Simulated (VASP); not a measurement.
# MnO2 (P4_2/mnm) in VASP: notebook

MnO2 is run at these levels: PBE, r2SCAN; tasks: single point.

Program: VASP 6.6.1. These are calculated values, not measurements. Logs are shortened: lines on timing, memory, paths and dates and some standing lists are left out, and cuts for length are marked.

### 1 The cell of the first run

It takes space group P4_2/mnm (No. 136, tetragonal). Conventional cell: a = 4.398 Å, b = 4.398 Å, c = 2.873 Å, α = 90.00°, β = 90.00°, γ = 90.00°. Within 2.5 Å of Mn (site symmetry mmm) lie 6 O at 1.88 to 1.90 Å. Within 2.5 Å of O (site symmetry m2m) lie 3 Mn at 1.88 to 1.90 Å and 1 O at 2.42 Å.

### 2 Single point, PBE

INCAR reads:

```
SYSTEM = MnO2
PREC = Accurate
ENCUT = 600
EDIFF = 1E-6
ISMEAR = -1
SIGMA = 0.05
LREAL = .False.
LASPH = .True.
NELM = 120
ALGO = Normal
ISIF = 2
LWAVE = .False.
LCHARG = .False.
GGA = PE
NBANDS = 36
GGA_COMPAT = .False.
```

KPOINTS reads:

```
Automatic mesh
0
Gamma
  6 6 10
  0 0 0
```

POSCAR reads:

```
MnO2
1.0
    4.3983000000      0.0000000000      0.0000000000
    0.0000000000      4.3983000000      0.0000000000
    0.0000000000      0.0000000000      2.8730000000
Mn O
2 4
Direct
    0.0000000000      0.0000000000      0.0000000000
    0.5000000000      0.5000000000      0.5000000000
    0.3051500000      0.3051500000      0.0000000000
    0.1948500000      0.8051500000      0.5000000000
    0.6948500000      0.6948500000      0.0000000000
    0.8051500000      0.1948500000      0.5000000000
```

Potentials or basis: VASP PAW PBE potentials, release 64 (Mn_sv, O).

The run is started by

```
> cat potpaw_PBE.64/Mn_sv/POTCAR potpaw_PBE.64/O/POTCAR > POTCAR
> mpirun -np 1 vasp_std > vasp.out
```

OUTCAR:

```text
SYSTEM = MnO2
   PREC = Accurate
   ENCUT = 600
   EDIFF = 1E-6
   ISMEAR = -1
   LREAL = .False.
   LASPH = .True.
   NELM = 120
   ISIF = 2
   GGA = PE

 ion  position               nearest neighbor table
   1  0.000  0.000  0.000-   4 1.88   6 1.88   4 1.88   6 1.88   5 1.90   3 1.90
   2  0.500  0.500  0.500-   3 1.88   5 1.88   3 1.88   5 1.88   4 1.90   6 1.90
   3  0.305  0.305  0.000-   2 1.88   2 1.88   1 1.90
   4  0.195  0.805  0.500-   1 1.88   1 1.88   2 1.90
   5  0.695  0.695  0.000-   2 1.88   2 1.88   1 1.90
   6  0.805  0.195  0.500-   1 1.88   1 1.88   2 1.90

  LATTYP: Found a simple tetragonal cell.
 ALAT       =     4.3983000000
 C/A-ratio  =     0.6532069209

  Lattice vectors:

 A1 = (   4.3983000000,   0.0000000000,   0.0000000000)
 A2 = (   0.0000000000,   4.3983000000,   0.0000000000)
 A3 = (   0.0000000000,   0.0000000000,   2.8730000000)

Analysis of symmetry for initial positions (statically):
=====================================================================
 Subroutine PRICEL returns:
 Original cell was already a primitive cell.

 Routine SETGRP: Setting up the symmetry group for a
 simple tetragonal supercell.

 Subroutine GETGRP returns: Found 16 space group operations
 (whereof  8 operations were pure point group operations)
 out of a pool of 16 trial point group operations.

The static configuration has the point symmetry D_2h.
 The point group associated with its full space group is D_4h.

Analysis of symmetry for dynamics (positions and initial velocities):
=====================================================================
 Subroutine PRICEL returns:
 Original cell was already a primitive cell.

 Routine SETGRP: Setting up the symmetry group for a
 simple tetragonal supercell.

 Subroutine GETGRP returns: Found 16 space group operations
 (whereof  8 operations were pure point group operations)
 out of a pool of 16 trial point group operations.

The dynamic configuration has the point symmetry D_2h.
 The point group associated with its full space group is D_4h.

 Subroutine INISYM returns: Found 16 space group operations
 (whereof  8 operations are pure point group operations),
 and found     1 'primitive' translations

----------------------------------------------------------------------------------------

                                     Primitive cell

  volume of cell :      55.5783

  direct lattice vectors                    reciprocal lattice vectors
     4.398300000  0.000000000  0.000000000     0.227360571  0.000000000  0.000000000
     0.000000000  4.398300000  0.000000000     0.000000000  0.227360571  0.000000000
     0.000000000  0.000000000  2.873000000     0.000000000  0.000000000  0.348068221

  length of vectors
     4.398300000  4.398300000  2.873000000     0.227360571  0.227360571  0.348068221

  position of ions in fractional coordinates (direct lattice)
     0.000000000  0.000000000  0.000000000
     0.500000000  0.500000000  0.500000000
     0.305150000  0.305150000  0.000000000
     0.194850000  0.805150000  0.500000000
     0.694850000  0.694850000  0.000000000
     0.805150000  0.194850000  0.500000000

  ion indices of the primitive-cell ions
   primitive index   ion index
                 1           1
                 2           2
                 3           3
                 4           4
                 5           5
                 6           6

----------------------------------------------------------------------------------------

 KPOINTS: Automatic mesh

Automatic generation of k-mesh.
 Grid dimensions read from file:
 generate k-points for:    6    6   10

 Generating k-lattice:

  Cartesian coordinates                     Fractional coordinates (reciprocal lattice)
     0.037893429  0.000000000  0.000000000     0.166666667  0.000000000  0.000000000
     0.000000000  0.037893429  0.000000000     0.000000000  0.166666667  0.000000000
     0.000000000  0.000000000  0.034806822     0.000000000  0.000000000  0.100000000

  Length of vectors
     0.037893429  0.037893429  0.034806822

  Shift w.r.t. Gamma in fractional coordinates (k-lattice)
     0.000000000  0.000000000  0.000000000

 Subroutine IBZKPT returns following result:
 ===========================================

 Found     60 irreducible k-points:

 Following reciprocal coordinates:
            Coordinates               Weight
  0.000000  0.000000  0.000000      1.000000
  0.166667  0.000000  0.000000      4.000000
  0.333333  0.000000  0.000000      4.000000
  0.500000  0.000000  0.000000      2.000000
  0.166667  0.166667  0.000000      4.000000
  0.333333  0.166667  0.000000      8.000000
[... 16 lines left out ...]
  0.333333  0.000000  0.200000      8.000000
  0.500000  0.000000  0.200000      4.000000
 [... further k-points ...]
   k-points           NKPTS =     60   k-points in BZ     NKDIM =     60   number of bands    NBANDS=     36
   number of dos      NEDOS =    301   number of ions     NIONS =      6
   total plane-waves  NPLWV =  31104
   dimension x,y,z NGX =    36 NGY =   36 NGZ =   24
   dimension x,y,z NGXF=    72 NGYF=   72 NGZF=   48
   ions per type =               2   4
   NGX,Y,Z   is equivalent  to a cutoff of  13.61, 13.61, 13.89 a.u.
   NGXF,Y,Z  is equivalent  to a cutoff of  27.21, 27.21, 27.78 a.u.
 SYSTEM =  MnO2
   PREC   = accura    normal or accurate (medium, high low for compatibility)
   ISTART =      0    job   : 0-new  1-cont  2-samecut
   ICHARG =      2    charge: 1-file 2-atom 10-const
   ISPIN  =      1    spin polarized calculation?
   LNONCOLLINEAR =      F non collinear calculations
   LSORBIT =      F    spin-orbit coupling
   LASPH  =      T    aspherical Exc in radial PAW
   ENCUT  =  600.0 eV  44.10 Ry    6.64 a.u.   8.78  8.78  5.74*2*pi/ulx,y,z
   NELM   =    120;   NELMIN=  2; NELMDL= -5     # of ELM steps
   EDIFF  = 0.1E-05   stopping-criterion for ELM
   LREAL  =      F    real-space projection
   EDIFFG = 0.1E-04   stopping-criterion for IOM
   NSW    =      0    number of steps for IOM
   IBRION =     -1    ionic relax: 0-MD 1-quasi-New 2-CG
   NFREE  =      0    steps in history (QN), initial steepest desc. (CG)
   ISIF   =      2    stress and relaxation
   ISYM   =      2    0-nonsym 1-usesym 2-fastsym
   POTIM  = 0.5000    time-step for ionic-motion
   TEBEG  =    0.0;   TEEND  =   0.0 temperature during run
   PSTRESS=    0.0 pullay stress
   NELECT =      54.0000    total number of electrons
   NUPDOWN=      -1.0000    fix difference up-down
   EMIN   =  10.00;   EMAX   =-10.00  energy-range for DOS
   EFERMI =   0.00;   METHOD = LEGACY
   ISMEAR =    -1;   SIGMA  =   0.05  broadening in eV -4-tet -1-fermi 0-gaus
   EFERMI_NEDOS =   21; number of points for ismear=-14 and -15
   IALGO  =     38    algorithm
   IMIX   =      4    mixing-type and parameters
     AMIX     =   0.40;   BMIX     =  1.00
     AMIX_MAG =   1.60;   BMIX_MAG =  1.00
  volume/ion in A,a.u.               =       9.26        62.51
  Fermi-wavevector in a.u.,A,eV,Ry     =   1.621453  3.064101 35.771202  2.629109
  Thomas-Fermi vector in A             =   2.715226
   LORBIT       =      0    0 simple, 1 ext, 2 COOP (PROOUT), +10 PAW based schemes
   GGA     = PE    functional components
   LHFCALC =     F    Hartree Fock is set to
   AEXX    =    0.0000 exact exchange contribution
   IVDW    =     0    specifies the selected vdW correction
   LEPSILON=     F    determine dielectric tensor
   LRPA    =     F    only Hartree local field effects (RPA)
 non-spin polarized calculation
  energy-cutoff  :      600.00
  volume of cell :       55.58
 maximum number of plane-waves:      1887
 NGX is ok and might be reduce to    36
   NGX = 17   NGY = 17   NGZ = 11

 number of electron      53.9999939 magnetization

 Free energy of the ion-electron system (eV)
  ---------------------------------------------------
  ext. energy  EPLUGINS =         0.00000000
  ---------------------------------------------------
  free energy    TOTEN  =       -46.83800632 eV

  energy without entropy =      -46.75653849  energy(sigma->0) =      -46.79727240

 E-fermi :   6.7602     XC(G=0): -12.0913

 val. band max:        6.7582141922   @ k =   0.3333   0.0000   0.1000
 cond. band min:       6.7639741768   @ k =   0.0000   0.0000   0.3000
 fundamental gap:      0.0057599847
 Fermi energy:         6.7602302615

 k-point     1 :       0.0000    0.0000    0.0000
  band No.  band energies     occupation
      1     -73.2841      2.00000
      2     -73.2809      2.00000
      3     -42.1151      2.00000
      4     -42.1151      2.00000
      5     -41.9661      2.00000
      6     -41.9661      2.00000
[... 28 lines left out ...]
     35      14.5066      0.00000
     36      17.9638      0.00000

 k-point     2 :       0.1667    0.0000    0.0000
  band No.  band energies     occupation
      1     -73.2839      2.00000
      2     -73.2811      2.00000
      3     -42.1148      2.00000
      4     -42.1147      2.00000
      5     -41.9667      2.00000
      6     -41.9666      2.00000
[... 28 lines left out ...]
     35      14.8782      0.00000
     36      17.9488      0.00000

 k-point     3 :       0.3333    0.0000    0.0000
  band No.  band energies     occupation
      1     -73.2833      2.00000
      2     -73.2817      2.00000
      3     -42.1138      2.00000
      4     -42.1138      2.00000
      5     -41.9673      2.00000
      6     -41.9672      2.00000
[... 28 lines left out ...]
     35      15.7911      0.00000
     36      17.6506      0.00000
[... 742 lines left out ...]
 k-point    23 :       0.3333    0.0000    0.2000
  band No.  band energies     occupation
      1     -73.2799      2.00000
      2     -73.2786      2.00000
      3     -42.1108      2.00000
      4     -42.1107      2.00000
      5     -41.9609      2.00000
      6     -41.9607      2.00000
[... 28 lines left out ...]
     35      16.7364      0.00000
     36      18.6410      0.00000

 k-point    24 :       0.5000    0.0000    0.2000
  band No.  band energies     occupation
      1     -73.2793      2.00000
      2     -73.2793      2.00000
      3     -42.1107      2.00000
      4     -42.1107      2.00000
      5     -41.9613      2.00000
      6     -41.9613      2.00000
[... 28 lines left out ...]
     35      17.7196      0.00000
     36      17.7196      0.00000

 [... further k-points ...]

------------------------ aborting loop because EDIFF is reached ----------------------------------------

  FORCE on cell =-STRESS in cart. coord.  units (eV):
  Direction    XX          YY          ZZ          XY          YZ          ZX
  --------------------------------------------------------------------------------------
  -------------------------------------------------------------------------------------
  Total       -2.0336266     -2.0336266     -4.2699879      0.0000000      0.0000000      0.0000000
  in kB      -58.6241386    -58.6241386   -123.0925887      0.0000000      0.0000000      0.0000000
  external PRESSURE =     -80.1136219 kB  Pullay stress =       0.0000000 kB

 VOLUME and BASIS-vectors are now :
 -----------------------------------------------------------------------------
  energy-cutoff  :      600.00
  volume of cell :       55.58
      direct lattice vectors                 reciprocal lattice vectors
     4.398300000  0.000000000  0.000000000     0.227360571  0.000000000  0.000000000
     0.000000000  4.398300000  0.000000000     0.000000000  0.227360571  0.000000000
     0.000000000  0.000000000  2.873000000     0.000000000  0.000000000  0.348068221

 POSITION                                       TOTAL-FORCE (eV/Angst)
 -----------------------------------------------------------------------------------
      0.00000      0.00000      0.00000         0.000000     -0.000000      0.000000
      2.19915      2.19915      1.43650         0.000000     -0.000000      0.000000
      1.34214      1.34214      0.00000        -0.187550     -0.187550      0.000000
      0.85701      3.54129      1.43650         0.187550     -0.187550      0.000000
      3.05616      3.05616      0.00000         0.187550      0.187550      0.000000
      3.54129      0.85701      1.43650        -0.187550      0.187550      0.000000
 -----------------------------------------------------------------------------------
    total drift:                                0.000000      0.000000      0.000000

  FREE ENERGIE OF THE ION-ELECTRON SYSTEM (eV)
  ---------------------------------------------------
  free  energy   TOTEN  =       -46.8380063152 eV

  energy  without entropy=      -46.7565384922  energy(sigma->0) =      -46.79727240
```

Run time: 58 s. Hardware: 1 thread of Intel Xeon 6975P-C (Granite Rapids), shared host; peak memory 0.24 GiB.

Results:

* Free energy: -46.8380 eV
* Pressure: -8.0 GPa
* Largest force: 0.265 eV/Å
* Band gap on the k mesh: zero (bands 27 and 28 overlap by 0.94 eV)

Forces on the atoms (eV/Å):
```
Mn   0.000  0.000  0.000
Mn   0.000  0.000  0.000
O   -0.188 -0.188  0.000
O    0.188 -0.188  0.000
O    0.188  0.188  0.000
O   -0.188  0.188  0.000
```

Caveat: the cell stands under tension; the run has no spin polarisation, though such a crystal can be magnetic; semilocal functionals often make such compounds metallic where correlation or magnetic order opens a gap, which also shifts bond lengths.

### 3 Single point, r2SCAN

POSCAR is that of step 2.

INCAR.step1 reads:

```
SYSTEM = MnO2
PREC = Accurate ; ENCUT = 520
ISMEAR = -1 ; SIGMA = 0.05
LREAL = .FALSE. ; LASPH = .TRUE.
NELM = 80 ; NBANDS = 34
GGA = PE ; ALGO = Normal
EDIFF = 1E-4 ; LWAVE = .TRUE.
LCHARG = .FALSE.
```

INCAR.step2 reads:

```
SYSTEM = MnO2
PREC = Accurate ; ENCUT = 520
EDIFF = 1E-6 ; ISMEAR = -1
SIGMA = 0.05 ; LREAL = .FALSE.
LASPH = .TRUE. ; NELM = 80
ALGO = Normal ; ISIF = 2
LWAVE = .FALSE. ; LCHARG = .TRUE.
METAGGA = R2SCAN ; LMIXTAU = .TRUE.
LELF = .TRUE. ; LVHAR = .TRUE.
NBANDS = 34 ; ISTART = 1
```

KPOINTS reads:

```
regular mesh
0
G
  6 6 10
  0 0 0
```

Potentials or basis: VASP PAW PBE potentials, release 64 (Mn_pv, O).

The run is started by

```
> cat potpaw_PBE.64/Mn_pv/POTCAR potpaw_PBE.64/O/POTCAR > POTCAR
> cp INCAR.step1 INCAR
> mpirun -np 1 vasp_std > vasp.out
> cp INCAR.step2 INCAR
> mpirun -np 1 vasp_std > vasp.out
```

It took 6.2 min on 1 thread of Intel Xeon 6975P-C (Granite Rapids), shared host; peak memory 0.23 GiB.

Results (log left out):

```yaml
Free_energy: -62.2628 eV
Pressure: -13.0 GPa
Largest_force: 0.298 eV/Å
Band_gap_on_the_k_mesh: zero (bands 25 and 26 overlap by 0.92 eV)
```

Forces on the atoms (eV/Å):
```
Mn   0.000  0.000  0.000
Mn   0.000  0.000  0.000
O   -0.211 -0.211  0.000
O    0.211 -0.211  0.000
O    0.211  0.211  0.000
O   -0.211  0.211  0.000
```

Stress tensor (GPa, compression positive):
```
-11.48   0.00   0.00
  0.00 -11.48   0.00
  0.00   0.00 -15.96
```

Levels at points of the mesh, in eV from the Fermi level:
```tsv
k point	band 21	band 22	band 23	band 24	band 25	band 26	band 27	band 28	band 29	band 30
(0.00, 0.00, 0.00)	-1.42	-1.19	-1.00	-0.63	-0.63	-0.55	-0.43	1.23	1.41	4.02
(0.50, 0.00, 0.00)	-1.87	-1.87	-0.28	-0.28	-0.03	-0.03	0.64	0.64	3.34	3.34
(0.50, 0.50, 0.00)	-2.31	-2.31	-0.90	-0.90	-0.61	-0.61	1.08	1.08	2.84	2.84
(0.00, 0.00, 0.50)	-2.99	-2.99	-0.11	-0.11	0.19	0.19	1.00	1.00	2.52	2.52
(0.50, 0.00, 0.50)	-2.16	-2.16	-0.94	-0.94	-0.11	-0.11	1.14	1.14	1.86	1.86
(0.50, 0.50, 0.50)	-1.97	-1.97	-0.10	-0.10	-0.07	-0.07	0.41	0.41	3.04	3.04
```

Caveat: the cell stands under tension; the PAW data sets were made with another functional, which shifts forces and pressure a little; the run has no spin polarisation, though such a crystal can be magnetic; semilocal functionals often make such compounds metallic where correlation or magnetic order opens a gap, which also shifts bond lengths.
